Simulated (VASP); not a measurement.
TiGe4Mo, 6 atoms in the cell. Symmetry: P4/mmm, No. 123, tetragonal system. The conventional cell has a = 3.339 Å, b = 3.339 Å, c = 8.497 Å, α = 90.00°, β = 90.00°, γ = 90.00°. Within 3.6 Å of Ti (site symmetry 4/mmm) lie 10 Ge at 2.75 to 2.89 Å and 4 Ti at 3.34 Å. Within 3.6 Å of Ge (site symmetry 4mm) lie 4 Ti at 2.75 Å and 9 Ge at 2.78 to 3.34 Å and 1 Mo at 2.83 Å. Ge (site symmetry 4mm) has 9 Ge at 2.72 to 3.34 Å and 4 Mo at 2.72 Å and 1 Ti at 2.89 Å within 3.6 Å. Within 3.6 Å of Mo (site symmetry 4/mmm) lie 10 Ge at 2.72 to 2.83 Å and 4 Mo at 3.34 Å. 

* Program: VASP 6.6.1
* Task: single point
* Functional: PBE
* Potentials or basis: VASP PAW PBE potentials, release 64 (Ti_sv, Ge_d, Mo_sv)
* Cutoff: 520 eV
* k mesh: 12 × 12 × 6
* Occupations: gaussian, width 0.1 eV
* Spin: no spin polarisation
* Dipole correction: no
* Further INCAR settings: ALGO = Normal; EDIFF = 1e-06; NBANDS = 50

Potentials or basis: VASP PAW PBE potentials, release 64 (Ti_sv, Ge_d, Mo_sv).

Launch:

```sh
$ cat potpaw_PBE.64/Ti_sv/POTCAR potpaw_PBE.64/Ge_d/POTCAR potpaw_PBE.64/Mo_sv/POTCAR > POTCAR
$ mpirun -np 1 vasp_std > vasp.out
```

Hardware: 1 thread of Intel(R) Xeon(R) 6975P-C (Granite Rapids), with other jobs on the host.

Task: Estimate the wall time of this run.

Result: Wall time 5.7 min on 1 thread of Intel(R) Xeon(R) 6975P-C (Granite Rapids), with other jobs on the host, peak memory 0.55 GiB. Counts: scf iterations 15, k points 112.
